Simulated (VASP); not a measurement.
# Ge4IrW (P6/mmm) in VASP: further runs, part 2 of 2

VASP 6.6.1. Earlier steps stand in the parts before.

## (4) Single point, PBE

This run uses another cell than the first one, of 16.68 Å³/atom.

File INCAR:

```
SYSTEM = Ge4IrW
  PREC = Accurate
  ENCUT = 520
  EDIFF = 1E-6
  ISMEAR = 0
  SIGMA = 0.1
  LREAL = .FALSE.
  LASPH = .TRUE.
  NELM = 60
  ALGO = Normal
  ISIF = 2
  LWAVE = .FALSE.
  LCHARG = .FALSE.
  GGA = PE
  NBANDS = 48
```

File KPOINTS:

```
regular mesh
0
G
  12 12 8
  0 0 0
```

File POSCAR:

```
Ge4IrW
1.0
    4.6925550153      0.0000000000      0.0000000000
   -2.3462775077      4.0638718519      0.0000000000
    0.0000000000      0.0000000000      5.2473132939
Ge Ir W
4 1 1
Direct
    0.3333333333      0.6666666667      0.7494299022
    0.3333333333      0.6666666667      0.2505700978
    0.6666666667      0.3333333333      0.7494299022
    0.6666666667      0.3333333333      0.2505700978
    0.0000000000      0.0000000000      0.5000000000
    0.0000000000      0.0000000000      0.0000000000
```

Potentials or basis: VASP PAW PBE potentials, release 64 (Ge_d, Ir, W_sv).

On the command line:

```bash
cat potpaw_PBE.64/Ge_d/POTCAR potpaw_PBE.64/Ir/POTCAR potpaw_PBE.64/W_sv/POTCAR > POTCAR
mpirun -np 1 vasp_std > vasp.out
```

OUTCAR:

```text
SYSTEM = Ge4IrW
   PREC = Accurate
   ENCUT = 520
   EDIFF = 1E-6
   ISMEAR = 0
   LREAL = .FALSE.
   LASPH = .TRUE.
   NELM = 60
   ISIF = 2
   GGA = PE

 ion  position               nearest neighbor table
   1  0.333  0.667  0.749-   2 2.62   2 2.63   3 2.71   3 2.71   3 2.71   5 3.01   5 3.01   5 3.01
                             6 3.01   6 3.01   6 3.01
   2  0.333  0.667  0.251-   1 2.62   1 2.63   4 2.71   4 2.71   4 2.71   5 3.01   5 3.01   5 3.01
                             6 3.01   6 3.01   6 3.01
   3  0.667  0.333  0.749-   4 2.62   4 2.63   1 2.71   1 2.71   1 2.71   5 3.01   5 3.01   5 3.01
                             6 3.01   6 3.01   6 3.01
   4  0.667  0.333  0.251-   3 2.62   3 2.63   2 2.71   2 2.71   2 2.71   5 3.01   5 3.01   5 3.01
                             6 3.01   6 3.01   6 3.01
   5  0.000  0.000  0.500-   6 2.62   6 2.62   3 3.01   4 3.01   1 3.01   2 3.01   3 3.01   4 3.01
                             1 3.01   2 3.01   3 3.01   4 3.01   1 3.01   2 3.01
   6  0.000  0.000  0.000-   5 2.62   5 2.62   3 3.01   4 3.01   1 3.01   2 3.01   3 3.01   4 3.01
                             1 3.01   2 3.01   3 3.01   4 3.01   1 3.01   2 3.01

  LATTYP: Found a hexagonal cell.
 ALAT       =     4.6925550153
 C/A-ratio  =     1.1182209429

  Lattice vectors:

 A1 = (   4.6925550153,   0.0000000000,   0.0000000000)
 A2 = (  -2.3462775077,   4.0638718519,   0.0000000000)
 A3 = (   0.0000000000,   0.0000000000,   5.2473132939)

Analysis of symmetry for initial positions (statically):
=====================================================================
 Subroutine PRICEL returns:
 Original cell was already a primitive cell.

 Routine SETGRP: Setting up the symmetry group for a
 hexagonal supercell.

 Subroutine GETGRP returns: Found 24 space group operations
 (whereof 24 operations were pure point group operations)
 out of a pool of 24 trial point group operations.

The static configuration has the point symmetry D_6h.

Analysis of symmetry for dynamics (positions and initial velocities):
=====================================================================
 Subroutine PRICEL returns:
 Original cell was already a primitive cell.

 Routine SETGRP: Setting up the symmetry group for a
 hexagonal supercell.

 Subroutine GETGRP returns: Found 24 space group operations
 (whereof 24 operations were pure point group operations)
 out of a pool of 24 trial point group operations.

The dynamic configuration has the point symmetry D_6h.

 Subroutine INISYM returns: Found 24 space group operations
 (whereof 24 operations are pure point group operations),
 and found     1 'primitive' translations

----------------------------------------------------------------------------------------

                                     Primitive cell

  volume of cell :     100.0660

  direct lattice vectors                    reciprocal lattice vectors
     4.692555015  0.000000000  0.000000000     0.213103522  0.123035376  0.000000000
    -2.346277508  4.063871852  0.000000000     0.000000000  0.246070751  0.000000000
     0.000000000  0.000000000  5.247313294     0.000000000  0.000000000  0.190573717

  length of vectors
     4.692555015  4.692555015  5.247313294     0.246070751  0.246070751  0.190573717

  position of ions in fractional coordinates (direct lattice)
     0.333333333  0.666666667  0.749429902
     0.333333333  0.666666667  0.250570098
     0.666666667  0.333333333  0.749429902
[... 37 lines left out ...]
 Found     95 irreducible k-points:

 Following reciprocal coordinates:
            Coordinates               Weight
  0.000000  0.000000  0.000000      1.000000
  0.083333  0.000000  0.000000      6.000000
  0.166667 -0.000000  0.000000      6.000000
  0.250000 -0.000000  0.000000      6.000000
  0.333333 -0.000000  0.000000      6.000000
  0.416667 -0.000000  0.000000      6.000000
[... 16 lines left out ...]
  0.250000 -0.000000  0.125000     12.000000
  0.333333 -0.000000  0.125000     12.000000
 [... further k-points ...]
   k-points           NKPTS =     95   k-points in BZ     NKDIM =     95   number of bands    NBANDS=     48
   number of dos      NEDOS =    301   number of ions     NIONS =      6
   total plane-waves  NPLWV =  51840
   dimension x,y,z NGX =    36 NGY =   36 NGZ =   40
   dimension x,y,z NGXF=    72 NGYF=   72 NGZF=   80
   ions per type =               4   1   1
   NGX,Y,Z   is equivalent  to a cutoff of  12.75, 12.75, 12.67 a.u.
   NGXF,Y,Z  is equivalent  to a cutoff of  25.51, 25.51, 25.35 a.u.
 SYSTEM =  Ge4IrW
   PREC   = accura    normal or accurate (medium, high low for compatibility)
   ISTART =      0    job   : 0-new  1-cont  2-samecut
   ICHARG =      2    charge: 1-file 2-atom 10-const
   ISPIN  =      1    spin polarized calculation?
   LNONCOLLINEAR =      F non collinear calculations
   LSORBIT =      F    spin-orbit coupling
   LASPH  =      T    aspherical Exc in radial PAW
   ENCUT  =  520.0 eV  38.22 Ry    6.18 a.u.   8.73  8.73  9.76*2*pi/ulx,y,z
   NELM   =     60;   NELMIN=  2; NELMDL= -5     # of ELM steps
   EDIFF  = 0.1E-05   stopping-criterion for ELM
   LREAL  =      F    real-space projection
[... 7 lines left out ...]
   TEBEG  =    0.0;   TEEND  =   0.0 temperature during run
   PSTRESS=    0.0 pullay stress
   NELECT =      79.0000    total number of electrons
   NUPDOWN=      -1.0000    fix difference up-down
   EMIN   =  10.00;   EMAX   =-10.00  energy-range for DOS
   EFERMI =   0.00;   METHOD = LEGACY
   ISMEAR =     0;   SIGMA  =   0.10  broadening in eV -4-tet -1-fermi 0-gaus
   EFERMI_NEDOS =   21; number of points for ismear=-14 and -15
   IALGO  =     38    algorithm
   IMIX   =      4    mixing-type and parameters
     AMIX     =   0.40;   BMIX     =  1.00
     AMIX_MAG =   1.60;   BMIX_MAG =  1.00
  volume/ion in A,a.u.               =      16.68       112.55
  Fermi-wavevector in a.u.,A,eV,Ry     =   1.513056  2.859262 31.148351  2.289339
  Thomas-Fermi vector in A             =   2.622898
   LORBIT       =      0    0 simple, 1 ext, 2 COOP (PROOUT), +10 PAW based schemes
   GGA     = PE    functional components
   LHFCALC =     F    Hartree Fock is set to
   AEXX    =    0.0000 exact exchange contribution
   IVDW    =     0    specifies the selected vdW correction
   LEPSILON=     F    determine dielectric tensor
   LRPA    =     F    only Hartree local field effects (RPA)
 non-spin polarized calculation
 Gauss-broadening in eV      SIGMA  =   0.10
  energy-cutoff  :      520.00
  volume of cell :      100.07
 maximum number of plane-waves:      2722
 NGX is ok and might be reduce to    36
   NGX = 17   NGY = 17   NGZ = 19

 number of electron      79.0000025 magnetization

 Free energy of the ion-electron system (eV)
  ---------------------------------------------------
  ext. energy  EPLUGINS =         0.00000000
  ---------------------------------------------------
  free energy    TOTEN  =       -36.40392438 eV

  energy without entropy =      -36.38626595  energy(sigma->0) =      -36.39509517

 E-fermi :   8.7416     XC(G=0): -12.3411

 val. band max:        8.7414764568   @ k =   0.2500   0.1667   0.2500
 cond. band min:       8.7434877901   @ k =   0.0833   0.0833   0.2500
 fundamental gap:      0.0020113334
 Fermi energy:         8.7416347937

 k-point     1 :       0.0000    0.0000    0.0000
  band No.  band energies     occupation
      1     -65.8074      2.00000
      2     -30.1193      2.00000
      3     -29.9224      2.00000
      4     -29.9224      2.00000
      5     -16.3941      2.00000
      6     -16.3171      2.00000
[... 1213 lines left out ...]
     47      13.1024      0.00000
     48      13.1662      0.00000

 [... further k-points ...]

------------------------ aborting loop because EDIFF is reached ----------------------------------------

  FORCE on cell =-STRESS in cart. coord.  units (eV):
  Direction    XX          YY          ZZ          XY          YZ          ZX
  --------------------------------------------------------------------------------------
  -------------------------------------------------------------------------------------
  Total        0.0541791      0.0541791      0.1863719     -0.0000000     -0.0000000      0.0000000
  in kB        0.8674732      0.8674732      2.9840398     -0.0000000     -0.0000000      0.0000000
  external PRESSURE =       1.5729954 kB  Pullay stress =       0.0000000 kB

 VOLUME and BASIS-vectors are now :
 -----------------------------------------------------------------------------
  energy-cutoff  :      520.00
  volume of cell :      100.07
      direct lattice vectors                 reciprocal lattice vectors
     4.692555015  0.000000000  0.000000000     0.213103522  0.123035376  0.000000000
    -2.346277508  4.063871852  0.000000000     0.000000000  0.246070751  0.000000000
     0.000000000  0.000000000  5.247313294     0.000000000  0.000000000  0.190573717

 POSITION                                       TOTAL-FORCE (eV/Angst)
 -----------------------------------------------------------------------------------
     -0.00000      2.70925      3.93249        -0.000000      0.000000     -0.007663
     -0.00000      2.70925      1.31482         0.000000     -0.000000      0.007663
      2.34628      1.35462      3.93249        -0.000000     -0.000000     -0.007663
      2.34628      1.35462      1.31482        -0.000000      0.000000      0.007663
      0.00000      0.00000      2.62366        -0.000000     -0.000000      0.000000
      0.00000      0.00000      0.00000        -0.000000     -0.000000      0.000000
 -----------------------------------------------------------------------------------
    total drift:                                0.000000      0.000000      0.000000

  FREE ENERGIE OF THE ION-ELECTRON SYSTEM (eV)
  ---------------------------------------------------
  free  energy   TOTEN  =       -36.4039243846 eV

  energy  without entropy=      -36.3862659495  energy(sigma->0) =      -36.39509517
```

Run time: 7.4 min. Hardware: 1 thread of Intel Xeon 8259CL, shared host; peak memory 0.51 GiB.

Results:

```
Free energy            : -36.4039 eV
Pressure               : 0.2 GPa
Largest force          : 0.008 eV/Å
Band gap on the k mesh : zero (an odd number of electrons rules out a gap without spin polarisation)
```

Forces in eV/Å, atoms in the order of the input:
```
Ge   0.000  0.000 -0.008
Ge   0.000  0.000  0.008
Ge   0.000  0.000 -0.008
Ge   0.000  0.000  0.008
Ir   0.000  0.000  0.000
W    0.000  0.000  0.000
```

Caveat: spin-orbit coupling is left out, which moves the levels of the heavy elements.

## (5) Overview

| task | cell | k mesh | cutoff (eV) | gap on the mesh (eV) | pressure (GPa) | relaxed volume (Å³/atom) | largest force (eV/Å) |
| --- | --- | --- | --- | --- | --- | --- | --- |
| relaxation of cell and atoms | relaxed from a = 3.654, b = 3.654, c = 7.941 Å, angles 90.0, 90.0, 120.0°, 6 atoms, atomic positions A | 6 × 6 × 2 | 600 | none | -0.1 | 16.60 | 0.02 |
| relaxation of cell and atoms | relaxed from a = 4.727, b = 4.727, c = 5.147 Å, angles 90.0, 90.0, 120.0°, 6 atoms, atomic positions B | 6 × 6 × 4 | 600 | none | 0.2 | 16.70 | 0.01 |
| single point | a = 4.693, b = 4.693, c = 5.247 Å, angles 90.0, 90.0, 120.0°, 6 atoms, atomic positions C | 12 × 12 × 8 | 520 | none | 0.2 | - | 0.01 |

Alike in all rows: level PBE; potentials or basis VASP PAW PBE potentials, release 64 (Ge_d, Ir, W_sv); no spin polarisation; smearing gaussian 0.1 eV.

Caveats: some runs use coarse meshes; spin-orbit coupling is left out, which moves the levels of the heavy elements; a cell axis changed by over 15 % at a fixed basis, so the end point is rough (at least some runs).

Total energies depend on the potentials used, so only differences within one code and one set of settings carry meaning.

The gap in the log of VASP goes by the Fermi energy; the results here count the filled bands.